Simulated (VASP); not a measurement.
# Sc2As3Se3 (I4/mmm) in VASP: relaxation of cell and atoms with PBE

Aim: the relaxation of cell and atoms of Sc2As3Se3 with PBE.

All numbers are computed with VASP 6.6.1; they aren't measurements. Logs are shortened: lines on timing, memory, paths and dates and some standing lists are left out, and cuts for length are marked.

## (1) The cell of the first run

It takes space group I4/mmm (No. 139, tetragonal). The conventional cell has a = 6.181 Å, b = 6.181 Å, c = 10.796 Å, α = 90.00°, β = 90.00°, γ = 90.00°. Sc (site symmetry -4m2) has 2 Se at 2.70 Å and 4 As at 3.15 Å within 3.6 Å. As (site symmetry 4/mmm) has 2 As at 2.11 Å within 2.8 Å. As (site symmetry 4mm) has 1 As at 2.11 Å within 2.8 Å. Se (site symmetry mmm) has 2 Sc at 2.70 Å and 6 As at 3.09 to 3.74 Å and 2 Se at 3.09 Å within 3.8 Å. Within 4.2 Å of Se (site symmetry 4/mmm) lie 4 Se at 3.09 Å and 2 As at 3.29 Å and 8 Sc at 4.10 Å.

The cell was generated, and may not be a known phase.

## (2) Relaxation of cell and atoms, PBE

File INCAR:

```
SYSTEM = Sc2As3Se3
PREC     = Accurate       ! precision mode
ENCUT    = 600            ! plane-wave cutoff, eV
EDIFF    = 1E-6           ! SCF threshold, eV
ISMEAR   = 0              ! smearing method
SIGMA    = 0.2            ! smearing width, eV
LREAL    = .FALSE.        ! projectors in reciprocal space
LASPH    = .TRUE.         ! aspherical terms in the spheres
NELM     = 80             ! most SCF steps
ALGO     = Normal         ! electronic algorithm
ISIF     = 3              ! what is computed and relaxed
LWAVE    = .FALSE.        ! write WAVECAR
LCHARG   = .FALSE.        ! write CHGCAR
GGA      = PE             ! functional
IBRION   = 2              ! ionic algorithm
NSW      = 36             ! ionic steps
EDIFFG   = -0.08          ! ionic threshold
```

File KPOINTS:

```
regular mesh
0
G
  4 4 4
  0 0 0
```

File POSCAR:

```
Sc2As3Se3
1.0
   -3.0902530000      3.0902530000      5.3978345200
    3.0902530000     -3.0902530000      5.3978345200
    3.0902530000      3.0902530000     -5.3978345200
Sc As Se
2 3 3
Direct
    0.7500000000      0.2500000000      0.5000000000
    0.2500000000      0.7500000000      0.5000000000
    0.5000000000      0.5000000000      0.0000000000
    0.3044773200      0.3044773200      0.0000000000
    0.6955226800      0.6955226800      0.0000000000
    0.5000000000      0.0000000000      0.5000000000
    0.0000000000      0.5000000000      0.5000000000
    0.0000000000      0.0000000000      0.0000000000
```

Potentials or basis: VASP PAW PBE potentials, release 64 (Sc_sv, As, Se).

Command:

```console
> cat potpaw_PBE.64/Sc_sv/POTCAR potpaw_PBE.64/As/POTCAR potpaw_PBE.64/Se/POTCAR > POTCAR
> mpirun -np 1 vasp_std > vasp.out
```

OUTCAR:

```text
SYSTEM = Sc2As3Se3
   PREC = Accurate
   ENCUT = 600
   EDIFF = 1E-6
   ISMEAR = 0
   LREAL = .FALSE.
   LASPH = .TRUE.
   NELM = 80
   ISIF = 3
   GGA = PE
   IBRION = 2
   NSW = 36
   EDIFFG = -0.08

 ion  position               nearest neighbor table
   1  0.750  0.250  0.500-   6 2.70   7 2.70   4 3.15   5 3.15   4 3.15   5 3.15
   2  0.250  0.750  0.500-   6 2.70   7 2.70   4 3.15   5 3.15   4 3.15   5 3.15
   3  0.500  0.500  0.000-   4 2.11   5 2.11
   4  0.304  0.304  0.000-   3 2.11   2 3.15   1 3.15   2 3.15   1 3.15
   5  0.696  0.696  0.000-   3 2.11   1 3.15   2 3.15   1 3.15   2 3.15
   6  0.500  0.000  0.500-   1 2.70   2 2.70
   7  0.000  0.500  0.500-   1 2.70   2 2.70
   8  0.000  0.000  0.000-

  LATTYP: Found a body centered tetragonal cell.
 ALAT       =     6.1805060000
 C/A-ratio  =     1.7467289960

  Lattice vectors:

 A1 = (  -3.0902530000,   3.0902530000,   5.3978345200)
 A2 = (   3.0902530000,  -3.0902530000,   5.3978345200)
 A3 = (   3.0902530000,   3.0902530000,  -5.3978345200)

Analysis of symmetry for initial positions (statically):
=====================================================================
 Subroutine PRICEL returns:
 Original cell was already a primitive cell.

 Routine SETGRP: Setting up the symmetry group for a
 body centered tetragonal supercell.

 Subroutine GETGRP returns: Found 16 space group operations
 (whereof 16 operations were pure point group operations)
 out of a pool of 16 trial point group operations.

The static configuration has the point symmetry D_4h.

Analysis of symmetry for dynamics (positions and initial velocities):
=====================================================================
 Subroutine PRICEL returns:
 Original cell was already a primitive cell.

 Routine SETGRP: Setting up the symmetry group for a
 body centered tetragonal supercell.

 Subroutine GETGRP returns: Found 16 space group operations
 (whereof 16 operations were pure point group operations)
 out of a pool of 16 trial point group operations.

The dynamic configuration has the point symmetry D_4h.

 Subroutine INISYM returns: Found 16 space group operations
 (whereof 16 operations are pure point group operations),
 and found     1 'primitive' translations

----------------------------------------------------------------------------------------

                                     Primitive cell

  volume of cell :     206.1900

  direct lattice vectors                    reciprocal lattice vectors
    -3.090253000  3.090253000  5.397834520     0.000000000  0.161799050  0.092629738
     3.090253000 -3.090253000  5.397834520     0.161799050  0.000000000  0.092629738
     3.090253000  3.090253000 -5.397834520     0.161799050  0.161799050  0.000000000

  length of vectors
     6.945210199  6.945210199  6.945210199     0.186438196  0.186438196  0.228818411

  position of ions in fractional coordinates (direct lattice)
     0.750000000  0.250000000  0.500000000
     0.250000000  0.750000000  0.500000000
     0.500000000  0.500000000  0.000000000
     0.304477320  0.304477320  0.000000000
     0.695522680  0.695522680  0.000000000
     0.500000000  0.000000000  0.500000000
     0.000000000  0.500000000  0.500000000
     0.000000000  0.000000000  0.000000000

  ion indices of the primitive-cell ions
   primitive index   ion index
                 1           1
                 2           2
                 3           3
                 4           4
                 5           5
                 6           6
                 7           7
                 8           8

----------------------------------------------------------------------------------------

 KPOINTS: regular mesh

Automatic generation of k-mesh.
 Grid dimensions read from file:
 generate k-points for:    4    4    4

 Generating k-lattice:

  Cartesian coordinates                     Fractional coordinates (reciprocal lattice)
     0.000000000  0.040449763  0.023157435     0.250000000  0.000000000  0.000000000
     0.040449763  0.000000000  0.023157435     0.000000000  0.250000000  0.000000000
     0.040449763  0.040449763  0.000000000     0.000000000  0.000000000  0.250000000

  Length of vectors
     0.046609549  0.046609549  0.057204603

  Shift w.r.t. Gamma in fractional coordinates (k-lattice)
     0.000000000  0.000000000  0.000000000

 Subroutine IBZKPT returns following result:
 ===========================================

 Found     13 irreducible k-points:

 Following reciprocal coordinates:
            Coordinates               Weight
  0.000000  0.000000  0.000000      1.000000
  0.250000  0.000000 -0.000000      8.000000
  0.500000  0.000000 -0.000000      4.000000
  0.250000  0.250000 -0.000000      8.000000
  0.500000  0.250000 -0.000000     16.000000
 -0.250000  0.250000  0.000000      4.000000
  0.500000  0.500000 -0.000000      2.000000
  0.250000  0.250000  0.250000      2.000000
 -0.250000  0.250000  0.250000      4.000000
  0.500000  0.500000  0.250000      4.000000
 -0.250000  0.500000  0.250000      8.000000
 -0.250000 -0.250000  0.250000      2.000000
  0.500000  0.500000  0.500000      1.000000
   k-points           NKPTS =     13   k-points in BZ     NKDIM =     13   number of bands    NBANDS=     33
   number of dos      NEDOS =    301   number of ions     NIONS =      8
   total plane-waves  NPLWV = 175616
   dimension x,y,z NGX =    56 NGY =   56 NGZ =   56
   dimension x,y,z NGXF=   112 NGYF=  112 NGZF=  112
   ions per type =               2   3   3
   NGX,Y,Z   is equivalent  to a cutoff of  13.40, 13.40, 13.40 a.u.
   NGXF,Y,Z  is equivalent  to a cutoff of  26.81, 26.81, 26.81 a.u.
 SYSTEM =  Sc2As3Se3
   PREC   = accura    normal or accurate (medium, high low for compatibility)
   ISTART =      0    job   : 0-new  1-cont  2-samecut
   ICHARG =      2    charge: 1-file 2-atom 10-const
   ISPIN  =      1    spin polarized calculation?
   LNONCOLLINEAR =      F non collinear calculations
   LSORBIT =      F    spin-orbit coupling
   LASPH  =      T    aspherical Exc in radial PAW
   ENCUT  =  600.0 eV  44.10 Ry    6.64 a.u.  13.87 13.87 13.87*2*pi/ulx,y,z
   NELM   =     80;   NELMIN=  2; NELMDL= -5     # of ELM steps
   EDIFF  = 0.1E-05   stopping-criterion for ELM
   LREAL  =      F    real-space projection
   EDIFFG = -.8E-01   stopping-criterion for IOM
   NSW    =     36    number of steps for IOM
   IBRION =      2    ionic relax: 0-MD 1-quasi-New 2-CG
   NFREE  =      1    steps in history (QN), initial steepest desc. (CG)
   ISIF   =      3    stress and relaxation
   ISYM   =      2    0-nonsym 1-usesym 2-fastsym
   POTIM  = 0.5000    time-step for ionic-motion
   TEBEG  =    0.0;   TEEND  =   0.0 temperature during run
   PSTRESS=    0.0 pullay stress
   NELECT =      55.0000    total number of electrons
   NUPDOWN=      -1.0000    fix difference up-down
   EMIN   =  10.00;   EMAX   =-10.00  energy-range for DOS
   EFERMI =   0.00;   METHOD = LEGACY
   ISMEAR =     0;   SIGMA  =   0.20  broadening in eV -4-tet -1-fermi 0-gaus
   EFERMI_NEDOS =   21; number of points for ismear=-14 and -15
   IALGO  =     38    algorithm
   IMIX   =      4    mixing-type and parameters
     AMIX     =   0.40;   BMIX     =  1.00
     AMIX_MAG =   1.60;   BMIX_MAG =  1.00
  volume/ion in A,a.u.               =      25.77       173.93
  Fermi-wavevector in a.u.,A,eV,Ry     =   1.053836  1.991462 15.110237  1.110571
  Thomas-Fermi vector in A             =   2.188973
   LORBIT       =      0    0 simple, 1 ext, 2 COOP (PROOUT), +10 PAW based schemes
   GGA     = PE    functional components
   LHFCALC =     F    Hartree Fock is set to
   AEXX    =    0.0000 exact exchange contribution
   IVDW    =     0    specifies the selected vdW correction
   LEPSILON=     F    determine dielectric tensor
   LRPA    =     F    only Hartree local field effects (RPA)
 conjugate gradient relaxation of ions
 non-spin polarized calculation
 Gauss-broadening in eV      SIGMA  =   0.20
  energy-cutoff  :      600.00
  volume of cell :      206.19
 maximum number of plane-waves:      6902
   NGX = 27   NGY = 27   NGZ = 27

--------------------------------------- Ionic step        1  -------------------------------------------

 number of electron      54.9999996 magnetization

 Free energy of the ion-electron system (eV)
  ---------------------------------------------------
  ext. energy  EPLUGINS =         0.00000000
  ---------------------------------------------------
  free energy    TOTEN  =       -38.18092323 eV

  energy without entropy =      -38.08132828  energy(sigma->0) =      -38.13112576

------------------------ aborting loop because EDIFF is reached ----------------------------------------

  FORCE on cell =-STRESS in cart. coord.  units (eV):
  Direction    XX          YY          ZZ          XY          YZ          ZX
  --------------------------------------------------------------------------------------
  -------------------------------------------------------------------------------------
  Total      -10.3435692    -10.3435692     17.0995664      0.0000000      0.0000000      0.0000000
  in kB      -80.3735914    -80.3735914    132.8703412      0.0000000      0.0000000      0.0000000
  external PRESSURE =      -9.2922805 kB  Pullay stress =       0.0000000 kB
[... 107 lines left out ...]
  FREE ENERGIE OF THE ION-ELECTRON SYSTEM (eV)
  ---------------------------------------------------
  free  energy   TOTEN  =       -41.2307299036 eV

  energy  without entropy=      -41.1603786200  energy(sigma->0) =      -41.19555426

 E-fermi :   3.8949     XC(G=0):  -9.5161

 val. band max:        3.8340614310   @ k =   0.5000   0.5000   0.5000
 cond. band min:       4.0018651982   @ k =   0.2500   0.0000  -0.0000
 fundamental gap:      0.1678037672
 Fermi energy:         3.8948837325

 k-point     1 :       0.0000    0.0000    0.0000
  band No.  band energies     occupation
      1     -46.7449      2.00000
      2     -46.7423      2.00000
      3     -25.4769      2.00000
      4     -25.4733      2.00000
      5     -25.2644      2.00000
      6     -25.2644      2.00000
[... 457 lines left out ...]
     32       5.1473      0.00000
     33       5.2851      0.00000

 E-fermi :   4.9663     XC(G=0):  -9.9952

 val. band max:        4.9510649669   @ k =  -0.2500   0.5000   0.2500
 cond. band min:       5.0989823543   @ k =  -0.2500   0.2500   0.2500
 fundamental gap:      0.1479173874
 Fermi energy:         4.9662909213

 k-point     1 :       0.0000    0.0000    0.0000
  band No.  band energies     occupation
      1     -45.4108      2.00000
      2     -45.4065      2.00000
      3     -24.1717      2.00000
      4     -24.1663      2.00000
      5     -23.9669      2.00000
      6     -23.9669      2.00000
[... 457 lines left out ...]
     32       6.3998      0.00000
     33       6.5017      0.00000

[... ionic steps 4 to 12 ...]

--------------------------------------- Ionic step       13  -------------------------------------------

 number of electron      55.0000001 magnetization

------------------------ aborting loop because EDIFF is reached ----------------------------------------

  FORCE on cell =-STRESS in cart. coord.  units (eV):
  Direction    XX          YY          ZZ          XY          YZ          ZX
  --------------------------------------------------------------------------------------
  -------------------------------------------------------------------------------------
  Total       -0.4309332     -0.4309332     -0.2339002      0.0000000      0.0000000      0.0000000
  in kB       -3.9104135     -3.9104135     -2.1224789      0.0000000      0.0000000      0.0000000
  external PRESSURE =      -3.3144353 kB  Pullay stress =       0.0000000 kB
[... 69 lines left out ...]
  energy  without entropy=      -41.7102128128  energy(sigma->0) =      -41.74402323

--------------------------------------- Ionic step       15  -------------------------------------------

 number of electron      55.0000002 magnetization

 Free energy of the ion-electron system (eV)
  ---------------------------------------------------
  ext. energy  EPLUGINS =         0.00000000
  ---------------------------------------------------
  free energy    TOTEN  =       -41.77991408 eV

  energy without entropy =      -41.71132509  energy(sigma->0) =      -41.74561958

 E-fermi :   5.0627     XC(G=0): -10.0148

 val. band max:        4.9902342515   @ k =   0.0000   0.0000   0.0000
 cond. band min:       5.0744403275   @ k =  -0.2500   0.5000   0.2500
 fundamental gap:      0.0842060760
 Fermi energy:         5.0626846586

 k-point     1 :       0.0000    0.0000    0.0000
  band No.  band energies     occupation
      1     -45.3817      2.00000
      2     -45.3778      2.00000
      3     -24.1384      2.00000
      4     -24.1338      2.00000
      5     -23.9390      2.00000
      6     -23.9390      2.00000
[... 492 lines left out ...]
  FREE ENERGIE OF THE ION-ELECTRON SYSTEM (eV)
  ---------------------------------------------------
  free  energy   TOTEN  =       -41.7799140771 eV

  energy  without entropy=      -41.7113250919  energy(sigma->0) =      -41.74561958

 reached required accuracy - stopping structural energy minimisation
```

Wall time 32 min (1 thread of Intel Xeon Platinum 8488C (Sapphire Rapids), shared host); peak memory 0.52 GiB.

What came out:

- Free energy: -41.7799 eV
- Relaxed volume: 22.03 Å³/atom
- Relaxed cell: a = 6.957 Å, b = 6.957 Å, c = 6.957 Å, α = 133.12°, β = 133.12°, γ = 68.47°
- Space group after relaxing (to 0.1 Å): I4/mmm (No. 139)
- Energy gained by relaxing: 449.9 meV/atom
- Ionic steps: 15
- Pressure after relaxing: -0.2 GPa
- Largest force after relaxing: 0.050 eV/Å
- Band gap on the k mesh: zero (an odd number of electrons rules out a gap without spin polarisation)

Forces in eV/Å, atoms in the order of the input:
```
Sc   0.000  0.000  0.000
Sc   0.000  0.000  0.000
As   0.000  0.000  0.000
As   0.000  0.000 -0.050
As   0.000  0.000  0.050
Se   0.000  0.000  0.000
Se   0.000  0.000  0.000
Se   0.000  0.000  0.000
```

The path:
| step | energy change (eV) | largest force (eV/Å) | pressure (GPa) | volume (Å³) |
| --- | --- | --- | --- | --- |
| 1 | 0.0000 | 5.6119 | -0.93 | 206.19 |
| 2 | -2.9131 | 0.4181 | -7.09 | 199.96 |
| 3 | -3.0498 | 0.0930 | -6.84 | 198.58 |
| 4 | -3.0954 | 0.3416 | -5.50 | 195.56 |
| 5 | -3.1080 | 0.1397 | -6.37 | 197.26 |
| 6 | -3.2656 | 0.3274 | 5.02 | 168.16 |
| 7 | -3.4813 | 0.2332 | -0.79 | 179.79 |
| 8 | -3.5849 | 0.0043 | -0.20 | 176.78 |
| 9 | -3.5941 | 0.1036 | 0.11 | 175.71 |
| 10 | -3.5942 | 0.1151 | 0.15 | 175.59 |
| 11 | -3.5942 | 0.1237 | 0.18 | 175.50 |
| 12 | -3.5957 | 0.1095 | -0.09 | 176.06 |
| 13 | -3.5960 | 0.0971 | -0.33 | 176.56 |
| 14 | -3.5969 | 0.0851 | -0.31 | 176.47 |
| 15 | -3.5990 | 0.0502 | -0.24 | 176.20 |

Final structure:
```cif
data_structure
_symmetry_space_group_name_H-M 'P 1'
_symmetry_Int_Tables_number 1
_cell_length_a 6.9567
_cell_length_b 6.9567
_cell_length_c 6.9567
_cell_angle_alpha 133.115
_cell_angle_beta 133.115
_cell_angle_gamma 68.473
_cell_volume 176.20
loop_
_atom_site_label
_atom_site_type_symbol
_atom_site_fract_x
_atom_site_fract_y
_atom_site_fract_z
_atom_site_occupancy
Sc1 Sc 0.75000 0.25000 0.50000 1
Sc2 Sc 0.25000 0.75000 0.50000 1
As1 As 0.50000 0.50000 0.00000 1
As2 As 0.26862 0.26862 0.00000 1
As3 As 0.73138 0.73138 0.00000 1
Se1 Se 0.50000 0.00000 0.50000 1
Se2 Se 0.00000 0.50000 0.50000 1
Se3 Se 0.00000 0.00000 0.00000 1
```

Levels at points of the mesh, in eV from the Fermi level:
| k point | band 25 | band 26 | band 27 | band 28 | band 29 | band 30 |
| --- | --- | --- | --- | --- | --- | --- |
| (0.00, 0.00, 0.00) | -0.36 | -0.31 | -0.31 | -0.07 | 1.08 | 1.08 |
| (0.50, 0.00, 0.00) | -2.22 | -2.03 | -1.01 | 0.07 | 0.55 | 0.82 |
| (0.50, 0.50, 0.00) | -2.06 | -2.00 | -1.73 | -1.65 | -1.11 | -0.63 |
| (0.50, 0.50, 0.50) | -0.94 | -0.94 | -0.76 | -0.27 | 0.32 | 0.32 |

Caveat: the relaxation stopped at a loose force limit of 0.08 eV/Å, so its end isn't a converged minimum.

The gap in the log of VASP goes by the Fermi energy; the results here count the filled bands.